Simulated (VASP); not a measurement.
Wanted: the native input for a VASP 6.6.1 run.

| Quantity | Value |
| --- | --- |
| Task | single point |
| Functional | PBE |
| Potentials or basis | VASP PAW PBE potentials, release 64 (Cd, Te) |
| Cutoff | 520 eV |
| k mesh | 11 × 11 × 11 |
| Occupations | fermi-dirac, width 0.05 eV |
| Spin | no spin polarisation |
| Dipole correction | no |
| Further INCAR settings | ALGO = Normal; EDIFF = 1e-06; NBANDS = 16 |

The structure of CdTe (rocksalt type) lies in POSCAR:

```
CdTe
1.0
    0.0000000000      2.5087000820      2.5087000820
    2.5087000820      0.0000000000      2.5087000820
    2.5087000820      2.5087000820      0.0000000000
Cd Te
1 1
Direct
    0.0000000000      0.0000000000      0.0000000000
    0.5000000000      0.5000000000      0.5000000000
```

This cell differs from its parent crystal: volume scaled by 0.55.

These files were run (other wordings do the same):

INCAR

```
PREC = Accurate ; ENCUT = 520
EDIFF = 1E-6 ; ISMEAR = -1
SIGMA = 0.05 ; LREAL = False
LASPH = True ; NELM = 100
ALGO = Normal ; ISIF = 2
LWAVE = False ; LCHARG = False
GGA = PE ; NBANDS = 16
```

KPOINTS

```
Automatic mesh
0
Gamma
  11 11 11
```

Potentials or basis: VASP PAW PBE potentials, release 64 (Cd, Te).

Launch:

```sh
$ cat potpaw_PBE.64/Cd/POTCAR potpaw_PBE.64/Te/POTCAR > POTCAR
$ mpirun -np 1 vasp_std > vasp.out
```

It gave:

| Property | Result |
| --- | --- |
| Pressure | 123.0 GPa |
| Band gap on the k mesh | zero (band 9 reaches 12.87 eV, above the bottom of band 10 at 10.86 eV) |

Caveat: spin-orbit coupling is left out, which moves the levels of the heavy elements.

It took 16 s on 1 thread of Intel Xeon 6975P-C, on a shared host, peak memory 0.18 GiB.
